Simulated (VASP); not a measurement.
Li2Se:

```
Se Li
1.0
     0.00000    2.91868    2.91868
     2.91868    0.00000    2.91868
     2.91868    2.91868    0.00000
Se Li
1 2
Direct
  0.00000 0.00000 0.00000
  0.25000 0.25000 0.25000
  0.75000 0.75000 0.75000
```

This cell differs from its parent crystal: strain -2.5%.

Base run:

- Program: VASP 6.6.1
- Functional: r2SCAN
- Potentials or basis: VASP PAW PBE potentials, release 64 (Se, Li_sv)
- Cutoff: 830 eV
- k mesh: 8 × 8 × 8
- Occupations: gaussian, width 0.01 eV
- Spin: no spin polarisation

Its results: band gap on the k mesh 3.39 eV (least direct gap 4.54 eV); pressure 2.9 GPa.

Question: The run is repeated on the same cell with these changes: functional from r2SCAN to PBE; cutoff from 830 eV to 750 eV; occupations from gaussian, width 0.01 eV to fermi-dirac, width 0.02 eV. What comes out?

Answer: Band gap on the k mesh 2.90 eV (least direct gap 3.76 eV); pressure 3.3 GPa.

Caveats: the PAW data sets were made with another functional, which shifts forces and pressure a little (at least some runs); the cell stands under pressure (at least some runs).

A k mesh can miss the band edges.
